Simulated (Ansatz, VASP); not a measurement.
# CdF2 in VASP and in Ansatz

POSCAR

```
CdF2
1.0
    2.6649725482      2.6649725482      0.0000000000
   -2.6649725482      2.6649725482      0.0000000000
    0.0000000000      2.6649725482      2.6649725482
Cd F
1 2
Direct
    0.0000000000      0.0000000000      0.0000000000
    0.2500000000      0.7500000000      0.5000000000
    0.7500000000      0.2500000000      0.5000000000
```

The input INCAR.step1:

```
SYSTEM = CdF2
PREC     = Accurate       ! precision mode
ENCUT    = 770            ! plane-wave cutoff, eV
ISMEAR   = 0              ! smearing method
SIGMA    = 0.01           ! smearing width, eV
LREAL    = .False.        ! projectors in reciprocal space
LASPH    = .True.         ! aspherical terms in the spheres
NELM     = 120            ! most SCF steps
NBANDS   = 24             ! bands
GGA      = PE             ! functional
ALGO     = Normal         ! electronic algorithm
EDIFF    = 1E-5           ! SCF threshold, eV
LWAVE    = .True.         ! write WAVECAR
LCHARG   = .False.        ! write CHGCAR
GGA_COMPAT= .False.
```

The input INCAR.step2:

```
SYSTEM = CdF2
PREC     = Accurate       ! precision mode
ENCUT    = 770            ! plane-wave cutoff, eV
EDIFF    = 1E-6           ! SCF threshold, eV
ISMEAR   = 0              ! smearing method
SIGMA    = 0.01           ! smearing width, eV
LREAL    = .False.        ! projectors in reciprocal space
LASPH    = .True.         ! aspherical terms in the spheres
NELM     = 120            ! most SCF steps
ALGO     = Normal         ! electronic algorithm
ISIF     = 2              ! what is computed and relaxed
LWAVE    = .False.        ! write WAVECAR
LCHARG   = .False.        ! write CHGCAR
METAGGA  = R2SCAN         ! meta-GGA
LMIXTAU  = .True.       
NBANDS   = 24             ! bands
ISTART   = 1            
GGA_COMPAT= .False.
```

The input KPOINTS:

```
regular mesh
0
Gamma
  8 8 8
  0 0 0
```

Input for Ansatz:

```yaml
crystal:
  lattice:
    - [2.66497254824, 2.66497254824, 0.0]
    - [-2.66497254824, 2.66497254824, 0.0]
    - [0.0, 2.66497254824, 2.66497254824]
  atoms:
    - { symbol: Cd, position: [0.0, 0.0, 0.0] }
    - { symbol: F, position: [0.25, 0.75, 0.5] }
    - { symbol: F, position: [0.75, 0.25, 0.5] }
kpoints:
  mp_grid: { grid: [8, 8, 8] }
scf:
  occupations: { method: fixed }
  convergence: { dr2_threshold: 1.0e-10 }
hamiltonian:
  xc: r2scan
  pseudopotentials: { kind: paw }
output:
  forces: true
  stress: true
  eigenstates:
    kpoints:
      - [0.0, 0.0, 0.0]
      - [-0.75, 0.25, -0.25]
      - [-0.75, -0.25, -0.5]
      - [-0.5, -0.5, -0.75]
      - [-0.5, -0.5, -0.5]
      - [-0.5, 0.5, 0.0]
      - [0.0, 0.0, -0.5]
      - [0.0, -0.5, -0.5]
      - [0.0, 0.5, 0.0]
      - [-0.5, 0.0, 0.0]
      - [-0.5, 0.0, -0.5]
  eigenvalues: true
```

Alike in both runs: task single point; functional r2SCAN; k mesh 8 × 8 × 8; no spin polarisation.

|  | VASP | Ansatz |
| --- | --- | --- |
| version | VASP 6.6.1 | Ansatz 0.2.0 |
| potentials or method | VASP PAW PBE potentials, release 64 (Cd_sv_GW, F) | PAW with Ansatz's default frozen-core files, scalar-relativistic |
| plane-wave cutoff (eV) | 770 | 500 |
| occupations | gaussian, width 0.01 eV | fixed |
| valence electrons in the cell | 34 | 34 |

VASP gave:

- gap on the k mesh at the Fermi level (eV): 3.91
- pressure (GPa): 3.6

Problem. Estimate Ansatz's values.

Solution. gap on the k mesh at the Fermi level (eV): 3.91; pressure (GPa): 4.0.

VASP's potentials were made for PBE, not for r2SCAN.
